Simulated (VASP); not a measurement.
# P in VASP: notebook

Runs on P. Level: PBEsol+D3(BJ). Tasks: relaxation of shape and atoms at fixed volume, relaxation of cell and atoms.

All numbers are computed with VASP 6.6.1; they aren't measurements. Logs are shortened: lines on timing, memory, paths and dates and some standing lists are left out, and cuts for length are marked.

### 1 The cell of the first run

It takes space group Pm-3m (No. 221, cubic). The conventional cell has a = 2.414 Å, b = 2.414 Å, c = 2.414 Å, α = 90.00°, β = 90.00°, γ = 90.00°. P (site symmetry m-3m) has 6 P at 2.41 Å within 3.2 Å.

This isn't the form of P at room conditions, which is orthorhombic.

### 2 Relaxation of shape and atoms at fixed volume, PBEsol+D3(BJ) (14.07 Å³/atom)

The input, INCAR:

```
PREC = Accurate
ENCUT = 600
EDIFF = 1E-6
ISMEAR = 0
SIGMA = 0.1
LREAL = F
LASPH = T
NELM = 80
ALGO = Normal
ISIF = 4
LWAVE = F
LCHARG = F
GGA = PS
IVDW = 12
IBRION = 2
NSW = 50
EDIFFG = -0.01
```

The input, KPOINTS:

```
regular mesh
0
Gamma
  18 18 18
```

The input, POSCAR:

```
P
1.0
    2.4141504962      0.0000000000      0.0000000000
    0.0000000000      2.4141504962      0.0000000000
    0.0000000000      0.0000000000      2.4143197438
P
1
Direct
    0.0000000000      0.0000000000      0.0000000000
```

Potentials or basis: VASP PAW PBE potentials, release 64 (P).

The run is started by

```console
> cat potpaw_PBE.64/P/POTCAR > POTCAR
> mpirun -np 1 vasp_std > vasp.out
```

OUTCAR:

```text
PREC = Accurate
   ENCUT = 600
   EDIFF = 1E-6
   ISMEAR = 0
   LREAL = F
   LASPH = T
   NELM = 80
   ISIF = 4
   GGA = PS
   IVDW = 12
   IBRION = 2
   NSW = 50
   EDIFFG = -0.01
 IVDW          = 12

 ion  position               nearest neighbor table
   1  0.000  0.000  0.000-

  LATTYP: Found a simple tetragonal cell.
 ALAT       =     2.4141504962
 C/A-ratio  =     1.0000701065

  Lattice vectors:

 A1 = (   2.4141504962,   0.0000000000,   0.0000000000)
 A2 = (   0.0000000000,   2.4141504962,   0.0000000000)
 A3 = (   0.0000000000,   0.0000000000,   2.4143197438)

Analysis of symmetry for initial positions (statically):
=====================================================================
 Subroutine PRICEL returns:
 Original cell was already a primitive cell.

 Routine SETGRP: Setting up the symmetry group for a
 simple tetragonal supercell.

 Subroutine GETGRP returns: Found 16 space group operations
 (whereof 16 operations were pure point group operations)
 out of a pool of 16 trial point group operations.

The static configuration has the point symmetry D_4h.

Analysis of symmetry for dynamics (positions and initial velocities):
=====================================================================
 Subroutine PRICEL returns:
 Original cell was already a primitive cell.

 Routine SETGRP: Setting up the symmetry group for a
 simple tetragonal supercell.

 Subroutine GETGRP returns: Found 16 space group operations
 (whereof 16 operations were pure point group operations)
 out of a pool of 16 trial point group operations.

The dynamic configuration has the point symmetry D_4h.

 Subroutine INISYM returns: Found 16 space group operations
 (whereof 16 operations are pure point group operations),
 and found     1 'primitive' translations

----------------------------------------------------------------------------------------

                                     Primitive cell

  volume of cell :      14.0710

  direct lattice vectors                    reciprocal lattice vectors
     2.414150496  0.000000000  0.000000000     0.414224383  0.000000000  0.000000000
     0.000000000  2.414150496  0.000000000     0.000000000  0.414224383  0.000000000
     0.000000000  0.000000000  2.414319744     0.000000000  0.000000000  0.414195345

  length of vectors
     2.414150496  2.414150496  2.414319744     0.414224383  0.414224383  0.414195345

  position of ions in fractional coordinates (direct lattice)
     0.000000000  0.000000000  0.000000000

  ion indices of the primitive-cell ions
   primitive index   ion index
                 1           1

----------------------------------------------------------------------------------------

 KPOINTS: regular mesh

Automatic generation of k-mesh.
 Grid dimensions read from file:
 generate k-points for:   18   18   18

 Generating k-lattice:

  Cartesian coordinates                     Fractional coordinates (reciprocal lattice)
     0.023012466  0.000000000  0.000000000     0.055555556  0.000000000  0.000000000
     0.000000000  0.023012466  0.000000000     0.000000000  0.055555556  0.000000000
     0.000000000  0.000000000  0.023010853     0.000000000  0.000000000  0.055555556

  Length of vectors
     0.023012466  0.023012466  0.023010853

  Shift w.r.t. Gamma in fractional coordinates (k-lattice)
     0.000000000  0.000000000  0.000000000

 Subroutine IBZKPT returns following result:
 ===========================================

 Found    550 irreducible k-points:

 Following reciprocal coordinates:
            Coordinates               Weight
  0.000000  0.000000  0.000000      1.000000
  0.055556  0.000000  0.000000      4.000000
  0.111111  0.000000  0.000000      4.000000
  0.166667  0.000000  0.000000      4.000000
  0.222222  0.000000  0.000000      4.000000
  0.277778  0.000000  0.000000      4.000000
[... 16 lines left out ...]
  0.277778  0.111111  0.000000      8.000000
  0.333333  0.111111  0.000000      8.000000
 [... further k-points ...]
   k-points           NKPTS =    550   k-points in BZ     NKDIM =    550   number of bands    NBANDS=      6
   number of dos      NEDOS =    301   number of ions     NIONS =      1
   total plane-waves  NPLWV =   8000
   dimension x,y,z NGX =    20 NGY =   20 NGZ =   20
   dimension x,y,z NGXF=    40 NGYF=   40 NGZF=   40
   ions per type =               1
   NGX,Y,Z   is equivalent  to a cutoff of  13.77, 13.77, 13.77 a.u.
   NGXF,Y,Z  is equivalent  to a cutoff of  27.55, 27.55, 27.54 a.u.
 SYSTEM =  unknown system
   PREC   = accura    normal or accurate (medium, high low for compatibility)
   ISTART =      0    job   : 0-new  1-cont  2-samecut
   ICHARG =      2    charge: 1-file 2-atom 10-const
   ISPIN  =      1    spin polarized calculation?
   LNONCOLLINEAR =      F non collinear calculations
   LSORBIT =      F    spin-orbit coupling
   LASPH  =      T    aspherical Exc in radial PAW
[... 25 lines left out ...]
  Thomas-Fermi vector in A             =   2.296144
   LORBIT       =      0    0 simple, 1 ext, 2 COOP (PROOUT), +10 PAW based schemes
   GGA     = PS    functional components
   LHFCALC =     F    Hartree Fock is set to
   AEXX    =    0.0000 exact exchange contribution
   IVDW    =    12    specifies the selected vdW correction
   LEPSILON=     F    determine dielectric tensor
   LRPA    =     F    only Hartree local field effects (RPA)
 conjugate gradient relaxation of ions
 non-spin polarized calculation
 Gauss-broadening in eV      SIGMA  =   0.10
  energy-cutoff  :      600.00
  volume of cell :       14.07
 maximum number of plane-waves:       487
 NGX is ok and might be reduce to    20
   NGX =  9   NGY =  9   NGZ =  9

 number of electron       5.0000001 magnetization

 Free energy of the ion-electron system (eV)
  ---------------------------------------------------
  ext. energy  EPLUGINS =         0.00000000
  ---------------------------------------------------
  free energy    TOTEN  =        -5.76505437 eV

  energy without entropy =       -5.76304586  energy(sigma->0) =       -5.76405011

 E-fermi :  10.0043     XC(G=0): -11.5270

 val. band max:        9.9653307803   @ k =   0.1667   0.1111   0.0556
 cond. band min:      10.0428892698   @ k =   0.4444   0.4444   0.5000
 fundamental gap:      0.0775584894
 Fermi energy:        10.0042845093

 k-point     1 :       0.0000    0.0000    0.0000
  band No.  band energies     occupation
      1      -6.7803      2.00000
      2      15.2801      0.00000
      3      15.2831      0.00000
      4      15.2831      0.00000
      5      16.8757      0.00000
      6      16.8766      0.00000

 k-point     2 :       0.0556    0.0000    0.0000
  band No.  band energies     occupation
      1      -6.7077      2.00000
      2      13.8167      0.00000
      3      15.3377      0.00000
      4      15.3408      0.00000
      5      16.9342      0.00000
      6      18.2525      0.00000

 k-point     3 :       0.1111    0.0000    0.0000
  band No.  band energies     occupation
      1      -6.4906      2.00000
      2      11.7783      0.00000
      3      15.5094      0.00000
      4      15.5124      0.00000
      5      17.1068      0.00000
      6      19.9657      0.00000

 k-point     4 :       0.1667    0.0000    0.0000
  band No.  band energies     occupation
      1      -6.1307      2.00000
      2       9.7546      1.99959
      3      15.7908      0.00000
      4      15.7938      0.00000
      5      17.3862      0.00000
      6      21.3617      0.00000

 k-point     5 :       0.2222    0.0000    0.0000
  band No.  band energies     occupation
      1      -5.6321      2.00000
      2       7.8125      2.00000
      3      16.1733      0.00000
      4      16.1763      0.00000
      5      17.7584      0.00000
      6      22.4648      0.00000
[... 136 lines left out ...]
 k-point    21 :       0.1667    0.1111    0.0000
  band No.  band energies     occupation
      1      -5.8415      2.00000
      2       9.9134      1.80107
      3      12.5615      0.00000
      4      16.0182      0.00000
      5      19.3442      0.00000
      6      23.0787      0.00000

 k-point    22 :       0.2222    0.1111    0.0000
  band No.  band energies     occupation
      1      -5.3433      2.00000
      2       8.0348      2.00000
      3      12.9167      0.00000
      4      16.3993      0.00000
      5      19.8015      0.00000
      6      24.1202      0.00000

 k-point    23 :       0.2778    0.1111    0.0000
  band No.  band energies     occupation
      1      -4.7138      2.00000
      2       6.2289      2.00000
      3      13.4011      0.00000
      4      16.8649      0.00000
      5      20.2948      0.00000
      6      24.3918      0.00000

 k-point    24 :       0.3333    0.1111    0.0000
  band No.  band energies     occupation
      1      -3.9682      2.00000
      2       4.5527      2.00000
      3      13.9565      0.00000
      4      17.3846      0.00000
      5      20.7999      0.00000
      6      23.5314      0.00000

 [... further k-points ...]

------------------------ aborting loop because EDIFF is reached ----------------------------------------

 Edisp (eV)   -0.40257

 E8    (eV) :    -0.2388

  FORCE on cell =-STRESS in cart. coord.  units (eV):
  Direction    XX          YY          ZZ          XY          YZ          ZX
  --------------------------------------------------------------------------------------
  -------------------------------------------------------------------------------------
  Total      -0.31248    -0.31248    -0.31337     0.00000    -0.00000     0.00000
  in kB     -35.57994   -35.57994   -35.68127     0.00000    -0.00000     0.00000
  external pressure =      -35.61 kB  Pullay stress =        0.00 kB

 VOLUME and BASIS-vectors are now :
 -----------------------------------------------------------------------------
  energy-cutoff  :      600.00
  volume of cell :       14.07
      direct lattice vectors                 reciprocal lattice vectors
     2.414150496  0.000000000  0.000000000     0.414224383  0.000000000  0.000000000
     0.000000000  2.414150496  0.000000000     0.000000000  0.414224383  0.000000000
     0.000000000  0.000000000  2.414319744     0.000000000  0.000000000  0.414195345

 POSITION                                       TOTAL-FORCE (eV/Angst)
 -----------------------------------------------------------------------------------
      0.00000      0.00000      0.00000         0.000000      0.000000      0.000000
 -----------------------------------------------------------------------------------
    total drift:                                0.000000     -0.000000      0.000000

  FREE ENERGIE OF THE ION-ELECTRON SYSTEM (eV)
  ---------------------------------------------------
  free  energy   TOTEN  =        -6.1676286861 eV

  energy  without entropy=       -6.1656201794  energy(sigma->0) =       -6.16662443

 reached required accuracy - stopping structural energy minimisation
```

Run time: 14 s. Hardware: 1 thread of AMD EPYC 9R45 (Zen 5), shared host; peak memory 0.14 GiB.

What came out:

```yaml
Free_energy: -6.1676 eV
Pressure_after_relaxing: -3.6 GPa
Band_gap_on_the_k_mesh: zero (an odd number of electrons rules out a gap without spin polarisation)
Dispersion_energy_per_atom: -0.403 eV
```

Final structure:
```xyz
1
Lattice="2.4142 0.0000 0.0000 0.0000 2.4142 0.0000 0.0000 0.0000 2.4143" Properties=species:S:1:pos:R:3 pbc="T T T"
P     0.0000    0.0000    0.0000
```

Levels at points of the mesh, in eV from the Fermi level:
| k point | band 1 | band 2 | band 3 | band 4 | band 5 | band 6 |
| --- | --- | --- | --- | --- | --- | --- |
| (0.00, 0.00, 0.00) | -16.78 | 5.28 | 5.28 | 5.28 | 6.87 | 6.87 |
| (0.50, 0.00, 0.00) | -12.26 | -8.93 | 8.25 | 8.26 | 9.54 | 14.59 |
| (0.50, 0.50, 0.00) | -7.34 | -5.37 | -5.37 | 0.75 | 11.01 | 17.24 |
| (0.00, 0.00, 0.50) | -12.26 | -8.93 | 8.26 | 8.26 | 9.54 | 14.59 |
| (0.50, 0.00, 0.50) | -7.34 | -5.37 | -5.37 | 0.75 | 11.02 | 17.25 |
| (0.50, 0.50, 0.50) | -2.12 | -2.12 | -2.12 | -1.15 | 4.60 | 4.60 |

Caveat: the PAW data sets were made with another functional, which shifts forces and pressure a little; an odd number of electrons without spin polarisation forces a metal; a magnetic or distorted state may lie lower.

### 3 Relaxation of shape and atoms at fixed volume, PBEsol+D3(BJ) (14.48 Å³/atom)

This run uses another cell than the first one, of 14.48 Å³/atom.

The input, INCAR:

```
PREC = Accurate ; ENCUT = 600
EDIFF = 1E-7 ; ISMEAR = 0
SIGMA = 0.1 ; LREAL = F
LASPH = T ; NELM = 80
ALGO = Normal ; ISIF = 4
LWAVE = F ; LCHARG = F
GGA = PS ; IVDW = 12
IBRION = 2 ; NSW = 50
EDIFFG = -0.01
```

The input, KPOINTS:

```
Automatic mesh
0
Gamma
  18 18 18
```

The input, POSCAR:

```
P
1.0
    2.4373649058      0.0000000000      0.0000000000
    0.0000000000      2.4373649058      0.0000000000
    0.0000000000      0.0000000000      2.4375357809
P
1
Direct
    0.0000000000      0.0000000000      0.0000000000
```

Potentials or basis: VASP PAW PBE potentials, release 64 (P).

The run is started by

```console
> cat potpaw_PBE.64/P/POTCAR > POTCAR
> mpirun -np 1 vasp_std > vasp.out
```

Run time: 15 s. Hardware: 1 thread of AMD EPYC 9R45 (Zen 5), shared host; peak memory 0.14 GiB.

The run converged. Its results:

| Quantity | Value |
| --- | --- |
| Free energy | -6.1548 eV |
| Pressure after relaxing | -6.5 GPa |
| Band gap on the k mesh | zero (an odd number of electrons rules out a gap without spin polarisation) |
| Dispersion energy per atom | -0.391 eV |

Final structure:
```
P
1.0
     2.43736    0.00000    0.00000
     0.00000    2.43736    0.00000
     0.00000    0.00000    2.43754
P
1
Direct
  0.00000 0.00000 0.00000
```

Levels at points of the mesh, in eV from the Fermi level:
| k point | band 1 | band 2 | band 3 | band 4 | band 5 | band 6 |
| --- | --- | --- | --- | --- | --- | --- |
| (0.00, 0.00, 0.00) | -16.48 | 5.12 | 5.12 | 5.12 | 6.91 | 6.91 |
| (0.50, 0.00, 0.00) | -12.11 | -8.68 | 7.97 | 7.98 | 9.52 | 14.47 |
| (0.50, 0.50, 0.00) | -7.37 | -5.22 | -5.22 | 0.93 | 10.61 | 17.06 |
| (0.00, 0.00, 0.50) | -12.11 | -8.68 | 7.98 | 7.98 | 9.52 | 14.47 |
| (0.50, 0.00, 0.50) | -7.37 | -5.22 | -5.22 | 0.93 | 10.61 | 17.08 |
| (0.50, 0.50, 0.50) | -2.09 | -2.09 | -2.09 | -1.48 | 4.70 | 4.70 |

Caveat: the PAW data sets were made with another functional, which shifts forces and pressure a little; an odd number of electrons without spin polarisation forces a metal; a magnetic or distorted state may lie lower.

### 4 Relaxation of shape and atoms at fixed volume, PBEsol+D3(BJ) (15.03 Å³/atom)

This run uses another cell than the first one, of 15.03 Å³/atom.

The input, INCAR:

```
SYSTEM = P
  ALGO = Normal
  EDIFF = 1E-7
  EDIFFG = -0.01
  ENCUT = 600
  GGA = PS
  IBRION = 2
  ISIF = 4
  ISMEAR = 0
  IVDW = 12
  LASPH = .TRUE.
  LCHARG = .FALSE.
  LREAL = .FALSE.
  LWAVE = .FALSE.
  NELM = 60
  NSW = 50
  PREC = Accurate
  SIGMA = 0.1
```

The input, KPOINTS:

```
k-points
0
G
  18 18 18
  0 0 0
```

The input, POSCAR:

```
P
1.0
    2.4676458270      0.0000000000      0.0000000000
    0.0000000000      2.4676458270      0.0000000000
    0.0000000000      0.0000000000      2.4678188250
P
1
Direct
    0.0000000000      0.0000000000      0.0000000000
```

The run is started by

```console
> cat potpaw_PBE.64/P/POTCAR > POTCAR
> mpirun -np 1 vasp_std > vasp.out
```

It took 16 s on 1 thread of AMD EPYC 9R45 (Zen 5), shared host; peak memory 0.14 GiB.

It converged, with:

| Quantity | Value |
| --- | --- |
| Free energy | -6.1264 eV |
| Pressure after relaxing | -10.2 GPa |
| Band gap on the k mesh | zero (an odd number of electrons rules out a gap without spin polarisation) |
| Dispersion energy per atom | -0.376 eV |

Final structure:
```yaml
crystal:
  lattice:
    - [2.46765, 0.00000, 0.00000]
    - [0.00000, 2.46765, 0.00000]
    - [0.00000, 0.00000, 2.46782]
  atoms:
    - { symbol: P, position: [0.00000, 0.00000, 0.00000] }
```

Levels at points of the mesh, in eV from the Fermi level:
| k point | band 1 | band 2 | band 3 | band 4 | band 5 | band 6 |
| --- | --- | --- | --- | --- | --- | --- |
| (0.00, 0.00, 0.00) | -16.12 | 4.91 | 4.91 | 4.91 | 6.95 | 6.95 |
| (0.50, 0.00, 0.00) | -11.93 | -8.37 | 7.61 | 7.61 | 9.48 | 14.31 |
| (0.50, 0.50, 0.00) | -7.42 | -5.05 | -5.05 | 1.14 | 10.09 | 16.81 |
| (0.00, 0.00, 0.50) | -11.94 | -8.37 | 7.61 | 7.61 | 9.48 | 14.31 |
| (0.50, 0.00, 0.50) | -7.43 | -5.06 | -5.05 | 1.14 | 10.09 | 16.83 |
| (0.50, 0.50, 0.50) | -2.06 | -2.06 | -2.06 | -1.91 | 4.80 | 4.81 |

Caveat: the PAW data sets were made with another functional, which shifts forces and pressure a little; an odd number of electrons without spin polarisation forces a metal; a magnetic or distorted state may lie lower.

### 5 Relaxation of cell and atoms, PBEsol+D3(BJ)

This run uses another cell than the first one, of 13.68 Å³/atom.

The input, INCAR:

```
SYSTEM = P
PREC = Accurate ; ENCUT = 600
EDIFF = 1E-6 ; ISMEAR = 0
SIGMA = 0.1 ; LREAL = .FALSE.
LASPH = .TRUE. ; NELM = 80
ALGO = Normal ; ISIF = 3
LWAVE = .FALSE. ; LCHARG = .FALSE.
GGA = PS ; IVDW = 12
IBRION = 2 ; NSW = 100
EDIFFG = -0.005
```

The input, KPOINTS:

```
regular mesh
0
G
  18 18 18
  0 0 0
```

The input, POSCAR:

```
P
1.0
    2.3915675699      0.0000000000      0.0000000000
    0.0000000000      2.3915675699      0.0000000000
    0.0000000000      0.0000000000      2.3924494063
P
1
Direct
    0.0000000000      0.0000000000      0.0000000000
```

The run is started by

```console
> cat potpaw_PBE.64/P/POTCAR > POTCAR
> mpirun -np 1 vasp_std > vasp.out
```

It took 34 s on 1 thread of AMD EPYC 7R43 (Zen 3), shared host; peak memory 0.14 GiB.

The run converged. Its results:

- Free energy: -6.1721 eV
- Relaxed volume: 13.67 Å³/atom
- Relaxed cell: a = 2.391 Å, b = 2.391 Å, c = 2.391 Å, α = 90.00°, β = 90.00°, γ = 90.00°
- Space group after relaxing (to 0.1 Å): Pm-3m (No. 221)
- Energy gained by relaxing: 0.0 meV/atom
- Ionic steps: 2
- Pressure after relaxing: 0.1 GPa
- Band gap on the k mesh: zero (an odd number of electrons rules out a gap without spin polarisation)
- Dispersion energy per atom: -0.415 eV

Final structure:
```
CELL_PARAMETERS angstrom
2.39091 0.00000 0.00000
0.00000 2.39091 0.00000
0.00000 0.00000 2.39104
ATOMIC_POSITIONS crystal
P 0.00000 0.00000 0.00000
```

Levels at points of the mesh, in eV from the Fermi level:
```
           k point  band 1  band 2  band 3  band 4  band 5  band 6
(0.00, 0.00, 0.00)  -17.09    5.44    5.44    5.44    6.83    6.83
(0.50, 0.00, 0.00)  -12.41   -9.19    8.55    8.55    9.57   14.72
(0.50, 0.50, 0.00)   -7.30   -5.51   -5.51    0.57   11.44   17.44
(0.00, 0.00, 0.50)  -12.41   -9.19    8.55    8.55    9.57   14.72
(0.50, 0.00, 0.50)   -7.30   -5.51   -5.51    0.57   11.44   17.44
(0.50, 0.50, 0.50)   -2.16   -2.16   -2.15   -0.79    4.50    4.50
```

Caveat: the PAW data sets were made with another functional, which shifts forces and pressure a little; an odd number of electrons without spin polarisation forces a metal; a magnetic or distorted state may lie lower.

### 6 Summary

| task | cell | gap on the mesh (eV) | pressure (GPa) |
| --- | --- | --- | --- |
| relaxation of shape and atoms at fixed volume | relaxed from a = 2.414 Å, 1 atom | none | -3.6 |
| relaxation of shape and atoms at fixed volume | relaxed from a = 2.437 Å, 1 atom | none | -6.5 |
| relaxation of shape and atoms at fixed volume | relaxed from a = 2.468 Å, 1 atom | none | -10.2 |
| relaxation of cell and atoms | relaxed from a = 2.392, b = 2.392, c = 2.392 Å, 1 atom | none | 0.1 |

Alike in all rows: level PBEsol+D3(BJ); potentials or basis VASP PAW PBE potentials, release 64 (P); no spin polarisation; k mesh 18 × 18 × 18; cutoff (eV) 600; smearing gaussian 0.1 eV.

Caveats: the PAW data sets were made with another functional, which shifts forces and pressure a little; an odd number of electrons without spin polarisation forces a metal; a magnetic or distorted state may lie lower.

Absolute energies hang on the potentials; compare differences alone.

The gap in the log of VASP goes by the Fermi energy; the results here count the filled bands.